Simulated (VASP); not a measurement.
# AlGa3N4 (Pm) in VASP: further runs

The runs below take AlGa3N4 through single point, with PBEsol.

All numbers are computed with VASP 6.6.1; they aren't measurements. Logs are shortened: lines on timing, memory, paths and dates and some standing lists are left out, and cuts for length are marked.

## Step 1: The cell of the first run

Symmetry: Pm, No. 6, monoclinic system. Conventional cell: a = 5.219 Å, b = 3.212 Å, c = 5.429 Å, α = 90.00°, β = 90.04°, γ = 90.00°. Al (site symmetry m) has 4 N at 1.88 to 1.93 Å within 2.5 Å. Ga (site symmetry m) has 4 N at 1.93 to 1.98 Å within 2.6 Å. Ga (site symmetry m) has 4 N at 1.92 to 1.99 Å within 2.6 Å. Ga (site symmetry m) has 4 N at 1.94 to 1.98 Å within 2.6 Å. Within 2.5 Å of N (site symmetry m) lie 1 Al at 1.88 Å and 3 Ga at 1.97 to 1.98 Å. N (site symmetry m) has 2 Al at 1.92 Å and 2 Ga at 1.94 to 1.99 Å within 2.5 Å. Within 2.6 Å of N (site symmetry m) lie 4 Ga at 1.92 to 1.98 Å. N (site symmetry m) has 1 Al at 1.93 Å and 3 Ga at 1.93 to 1.96 Å within 2.6 Å.

## Step 2: Single point, PBEsol (biaxial strain in the a-b plane: +1.5 %)

Contents of INCAR:

```
SYSTEM = AlGa3N4
  PREC = Accurate
  ENCUT = 520
  EDIFF = 1E-6
  ISMEAR = 0
  SIGMA = 0.02
  LREAL = .FALSE.
  LASPH = .TRUE.
  NELM = 100
  ALGO = Normal
  ISIF = 2
  LWAVE = .FALSE.
  LCHARG = .TRUE.
  GGA = PS
  LELF = .TRUE.
  LVHAR = .TRUE.
  NBANDS = 41
```

Contents of KPOINTS:

```
regular mesh
0
G
  6 8 6
  0 0 0
```

Contents of POSCAR:

```
AlGa3N4
1.0
    5.2194864674      0.0000000000      0.0000000000
    0.0000000000      3.2124595720      0.0000000000
   -0.0035080834      0.0000000000      5.4291877720
Al Ga N
1 3 4
Direct
    0.0006034217      0.5000000000      0.6673576242
    0.4991167032      0.5000000000      0.3349195796
    0.4990273850      0.0000000000      0.8315569997
    0.9998617817      0.0000000000      0.1661805294
    0.1196687535      0.5000000000      0.3400974164
    0.1176459792      0.0000000000      0.8263760592
    0.6204436396      0.0000000000      0.1662162867
    0.6312323461      0.5000000000      0.6672965048
```

Potentials or basis: VASP PAW PBE potentials, release 64 (Al, Ga_d, N).

Command:

```sh
cat potpaw_PBE.64/Al/POTCAR potpaw_PBE.64/Ga_d/POTCAR potpaw_PBE.64/N/POTCAR > POTCAR
mpirun -np 1 vasp_std > vasp.out
```

OUTCAR:

```text
SYSTEM = AlGa3N4
   PREC = Accurate
   ENCUT = 520
   EDIFF = 1E-6
   ISMEAR = 0
   LREAL = .FALSE.
   LASPH = .TRUE.
   NELM = 100
   ISIF = 2
   GGA = PS

 ion  position               nearest neighbor table
   1  0.001  0.500  0.667-   5 1.88   6 1.92   6 1.92   8 1.93
   2  0.499  0.500  0.335-   8 1.93   7 1.95   7 1.95   5 1.98
   3  0.499  0.000  0.832-   7 1.92   8 1.96   8 1.96   6 1.99
   4  1.000  0.000  0.166-   6 1.94   5 1.97   5 1.97   7 1.98
   5  0.120  0.500  0.340-   1 1.88   4 1.97   4 1.97   2 1.98
   6  0.118  0.000  0.826-   1 1.92   1 1.92   4 1.94   3 1.99
   7  0.620  0.000  0.166-   3 1.92   2 1.95   2 1.95   4 1.98
   8  0.631  0.500  0.667-   1 1.93   2 1.93   3 1.96   3 1.96

  LATTYP: Found a simple monoclinic cell.
 ALAT       =     5.2194864674
 B/A-ratio  =     0.6154742602
 C/A-ratio  =     1.0401768334
 COS(beta)  =    -0.0006461524

  Lattice vectors:

 A1 = (   5.2194864674,   0.0000000000,   0.0000000000)
 A2 = (   0.0000000000,   3.2124595720,   0.0000000000)
 A3 = (  -0.0035080834,   0.0000000000,   5.4291877720)

Analysis of symmetry for initial positions (statically):
=====================================================================
 Subroutine PRICEL returns:
 Original cell was already a primitive cell.

 Routine SETGRP: Setting up the symmetry group for a
 simple monoclinic supercell.

 Subroutine GETGRP returns: Found  2 space group operations
 (whereof  2 operations were pure point group operations)
 out of a pool of  4 trial point group operations.

The static configuration has the point symmetry C_1h.

Analysis of symmetry for dynamics (positions and initial velocities):
=====================================================================
 Subroutine PRICEL returns:
 Original cell was already a primitive cell.

 Routine SETGRP: Setting up the symmetry group for a
 simple monoclinic supercell.

 Subroutine GETGRP returns: Found  2 space group operations
 (whereof  2 operations were pure point group operations)
 out of a pool of  4 trial point group operations.

The dynamic configuration has the point symmetry C_1h.

 Subroutine INISYM returns: Found  2 space group operations
 (whereof  2 operations are pure point group operations),
 and found     1 'primitive' translations

----------------------------------------------------------------------------------------

                                     Primitive cell

  volume of cell :      91.0333

  direct lattice vectors                    reciprocal lattice vectors
     5.219486467  0.000000000  0.000000000     0.191589729  0.000000000  0.000123796
     0.000000000  3.212459572  0.000000000     0.000000000  0.311287964  0.000000000
    -0.003508083  0.000000000  5.429187772     0.000000000  0.000000000  0.184189614

  length of vectors
     5.219486467  3.212459572  5.429188905     0.191589769  0.311287964  0.184189614

  position of ions in fractional coordinates (direct lattice)
     0.000603422  0.500000000  0.667357624
     0.499116703  0.500000000  0.334919580
     0.499027385  0.000000000  0.831557000
     0.999861782  0.000000000  0.166180529
     0.119668754  0.500000000  0.340097416
     0.117645979  0.000000000  0.826376059
     0.620443640  0.000000000  0.166216287
     0.631232346  0.500000000  0.667296505

  ion indices of the primitive-cell ions
   primitive index   ion index
                 1           1
                 2           2
                 3           3
                 4           4
                 5           5
                 6           6
                 7           7
                 8           8

----------------------------------------------------------------------------------------

 KPOINTS: regular mesh

Automatic generation of k-mesh.
 Grid dimensions read from file:
 generate k-points for:    6    8    6

 Generating k-lattice:

  Cartesian coordinates                     Fractional coordinates (reciprocal lattice)
     0.031931622  0.000000000  0.000020633     0.166666667  0.000000000  0.000000000
     0.000000000  0.038910996  0.000000000     0.000000000  0.125000000  0.000000000
     0.000000000  0.000000000  0.030698269     0.000000000  0.000000000  0.166666667

  Length of vectors
     0.031931628  0.038910996  0.030698269

  Shift w.r.t. Gamma in fractional coordinates (k-lattice)
     0.000000000  0.000000000  0.000000000

 Subroutine IBZKPT returns following result:
 ===========================================

 Found    100 irreducible k-points:

 Following reciprocal coordinates:
            Coordinates               Weight
  0.000000  0.000000  0.000000      1.000000
  0.166667  0.000000 -0.000000      2.000000
  0.333333  0.000000 -0.000000      2.000000
  0.500000  0.000000  0.000000      1.000000
  0.000000  0.125000  0.000000      2.000000
  0.166667  0.125000 -0.000000      4.000000
[... 16 lines left out ...]
  0.333333  0.000000  0.166667      2.000000
  0.500000  0.000000  0.166667      2.000000
 [... further k-points ...]
   k-points           NKPTS =    100   k-points in BZ     NKDIM =    100   number of bands    NBANDS=     41
   number of dos      NEDOS =    301   number of ions     NIONS =      8
   total plane-waves  NPLWV =  38400
   dimension x,y,z NGX =    40 NGY =   24 NGZ =   40
   dimension x,y,z NGXF=    80 NGYF=   48 NGZF=   80
   ions per type =               1   3   4
   NGX,Y,Z   is equivalent  to a cutoff of  12.74, 12.42, 12.25 a.u.
   NGXF,Y,Z  is equivalent  to a cutoff of  25.48, 24.84, 24.50 a.u.
 SYSTEM =  AlGa3N4
   PREC   = accura    normal or accurate (medium, high low for compatibility)
   ISTART =      0    job   : 0-new  1-cont  2-samecut
   ICHARG =      2    charge: 1-file 2-atom 10-const
   ISPIN  =      1    spin polarized calculation?
   LNONCOLLINEAR =      F non collinear calculations
   LSORBIT =      F    spin-orbit coupling
   LASPH  =      T    aspherical Exc in radial PAW
   ENCUT  =  520.0 eV  38.22 Ry    6.18 a.u.   9.70  5.97 10.09*2*pi/ulx,y,z
   NELM   =    100;   NELMIN=  2; NELMDL= -5     # of ELM steps
   EDIFF  = 0.1E-05   stopping-criterion for ELM
   LREAL  =      F    real-space projection
   EDIFFG = 0.1E-04   stopping-criterion for IOM
   NSW    =      0    number of steps for IOM
   IBRION =     -1    ionic relax: 0-MD 1-quasi-New 2-CG
   NFREE  =      0    steps in history (QN), initial steepest desc. (CG)
   ISIF   =      2    stress and relaxation
   ISYM   =      2    0-nonsym 1-usesym 2-fastsym
   POTIM  = 0.5000    time-step for ionic-motion
   TEBEG  =    0.0;   TEEND  =   0.0 temperature during run
   PSTRESS=    0.0 pullay stress
   NELECT =      62.0000    total number of electrons
   NUPDOWN=      -1.0000    fix difference up-down
   EMIN   =  10.00;   EMAX   =-10.00  energy-range for DOS
   EFERMI =   0.00;   METHOD = LEGACY
   ISMEAR =     0;   SIGMA  =   0.02  broadening in eV -4-tet -1-fermi 0-gaus
   EFERMI_NEDOS =   21; number of points for ismear=-14 and -15
   IALGO  =     38    algorithm
   IMIX   =      4    mixing-type and parameters
     AMIX     =   0.40;   BMIX     =  1.00
     AMIX_MAG =   1.60;   BMIX_MAG =  1.00
  volume/ion in A,a.u.               =      11.38        76.79
  Fermi-wavevector in a.u.,A,eV,Ry     =   1.440363  2.721891 28.227267  2.074646
  Thomas-Fermi vector in A             =   2.559115
   LORBIT       =      0    0 simple, 1 ext, 2 COOP (PROOUT), +10 PAW based schemes
   GGA     = PS    functional components
   LHFCALC =     F    Hartree Fock is set to
   AEXX    =    0.0000 exact exchange contribution
   IVDW    =     0    specifies the selected vdW correction
   LEPSILON=     F    determine dielectric tensor
   LRPA    =     F    only Hartree local field effects (RPA)
 non-spin polarized calculation
 Gauss-broadening in eV      SIGMA  =   0.02
  energy-cutoff  :      520.00
  volume of cell :       91.03
 maximum number of plane-waves:      2488
   NGX = 19   NGY = 11   NGZ = 21

 number of electron      61.9999994 magnetization

 Free energy of the ion-electron system (eV)
  ---------------------------------------------------
  ext. energy  EPLUGINS =         0.00000000
  ---------------------------------------------------
  free energy    TOTEN  =       -54.96890703 eV

  energy without entropy =      -54.96890703  energy(sigma->0) =      -54.96890703

 E-fermi :   5.3536     XC(G=0): -11.6297

 val. band max:        5.2485294711   @ k =   0.0000   0.0000   0.0000
 cond. band min:       7.4213512439   @ k =   0.0000   0.0000   0.0000
 fundamental gap:      2.1728217729
 Fermi energy:         5.3535551516

 k-point     1 :       0.0000    0.0000    0.0000
  band No.  band energies     occupation
      1     -10.4469      2.00000
      2      -9.5534      2.00000
      3      -9.3436      2.00000
      4      -9.1067      2.00000
      5      -8.0160      2.00000
      6      -8.0044      2.00000
[... 33 lines left out ...]
     40      15.3296      0.00000
     41      15.3719      0.00000

 k-point     2 :       0.1667    0.0000   -0.0000
  band No.  band energies     occupation
      1     -10.3660      2.00000
      2      -9.5582      2.00000
      3      -9.3561      2.00000
      4      -9.1039      2.00000
      5      -8.0151      2.00000
      6      -8.0015      2.00000
[... 33 lines left out ...]
     40      15.2594      0.00000
     41      15.5972      0.00000

 k-point     3 :       0.3333    0.0000   -0.0000
  band No.  band energies     occupation
      1     -10.1515      2.00000
      2      -9.6205      2.00000
      3      -9.3808      2.00000
      4      -9.0939      2.00000
      5      -8.0132      2.00000
      6      -8.0029      2.00000
[... 33 lines left out ...]
     40      15.1930      0.00000
     41      15.2197      0.00000

 k-point     4 :       0.5000    0.0000    0.0000
  band No.  band energies     occupation
      1      -9.9538      2.00000
      2      -9.7482      2.00000
      3      -9.3872      2.00000
      4      -9.0868      2.00000
      5      -8.0120      2.00000
      6      -8.0053      2.00000
[... 825 lines left out ...]
     40      15.2698      0.00000
     41      15.4052      0.00000

 k-point    23 :       0.3333    0.0000    0.1667
  band No.  band energies     occupation
      1     -10.0891      2.00000
      2      -9.5953      2.00000
      3      -9.3943      2.00000
      4      -9.1137      2.00000
      5      -8.0007      2.00000
      6      -7.9965      2.00000
[... 33 lines left out ...]
     40      15.2455      0.00000
     41      15.4599      0.00000

 k-point    24 :       0.5000    0.0000    0.1667
  band No.  band energies     occupation
      1      -9.9063      2.00000
      2      -9.7016      2.00000
      3      -9.4012      2.00000
      4      -9.1067      2.00000
      5      -7.9985      2.00000
      6      -7.9981      2.00000
[... 33 lines left out ...]
     40      15.0954      0.00000
     41      15.4896      0.00000

 [... further k-points ...]

------------------------ aborting loop because EDIFF is reached ----------------------------------------

  FORCE on cell =-STRESS in cart. coord.  units (eV):
  Direction    XX          YY          ZZ          XY          YZ          ZX
  --------------------------------------------------------------------------------------
  -------------------------------------------------------------------------------------
  Total       -3.8005735     -3.4489275      0.6988664      0.0000000      0.0000000      0.0054957
  in kB      -66.8897249    -60.7007893     12.2999814      0.0000000      0.0000000      0.0967232
  external PRESSURE =     -38.4301776 kB  Pullay stress =       0.0000000 kB

 VOLUME and BASIS-vectors are now :
 -----------------------------------------------------------------------------
  energy-cutoff  :      520.00
  volume of cell :       91.03
      direct lattice vectors                 reciprocal lattice vectors
     5.219486467  0.000000000  0.000000000     0.191589729  0.000000000  0.000123796
     0.000000000  3.212459572  0.000000000     0.000000000  0.311287964  0.000000000
    -0.003508083  0.000000000  5.429187772     0.000000000  0.000000000  0.184189614

 POSITION                                       TOTAL-FORCE (eV/Angst)
 -----------------------------------------------------------------------------------
      0.00081      1.60623      3.62321        -0.121549      0.000000      0.184817
      2.60396      1.60623      1.81834        -0.103776      0.000000     -0.188486
      2.60175      0.00000      4.51468        -0.083082      0.000000     -0.188332
      5.21818      0.00000      0.90223        -0.111223      0.000000      0.191506
      0.62342      1.60623      1.84645         0.125353      0.000000     -0.234057
      0.61115      0.00000      4.48655         0.085986      0.000000     -0.207745
      3.23781      0.00000      0.90242         0.101299      0.000000      0.234643
      3.29237      1.60623      3.62288         0.106992      0.000000      0.207654
 -----------------------------------------------------------------------------------
    total drift:                               -0.000171      0.000000     -0.000188

  FREE ENERGIE OF THE ION-ELECTRON SYSTEM (eV)
  ---------------------------------------------------
  free  energy   TOTEN  =       -54.9689070250 eV

  energy  without entropy=      -54.9689070250  energy(sigma->0) =      -54.96890703
```

It took 2 min on 1 thread of Intel Xeon 6975P-C (Granite Rapids), shared host; peak memory 0.4 GiB.

What came out:

* Free energy: -54.9689 eV
* Pressure: -3.8 GPa
* Largest force: 0.266 eV/Å
* Band gap on the k mesh: 2.17 eV

Forces in eV/Å, atoms in the order of the input:
```
Al  -0.122  0.000  0.185
Ga  -0.104  0.000 -0.188
Ga  -0.083  0.000 -0.188
Ga  -0.111  0.000  0.192
N    0.125  0.000 -0.234
N    0.086  0.000 -0.208
N    0.101  0.000  0.235
N    0.107  0.000  0.208
```

Caveat: the cell differs from its parent crystal (biaxial strain in the a-b plane: +1.5 %); the stress differs along the axes, from -7 to 1 GPa; the PAW data sets were made with another functional, which shifts forces and pressure a little.

(Part 1 of 2 ends here.)
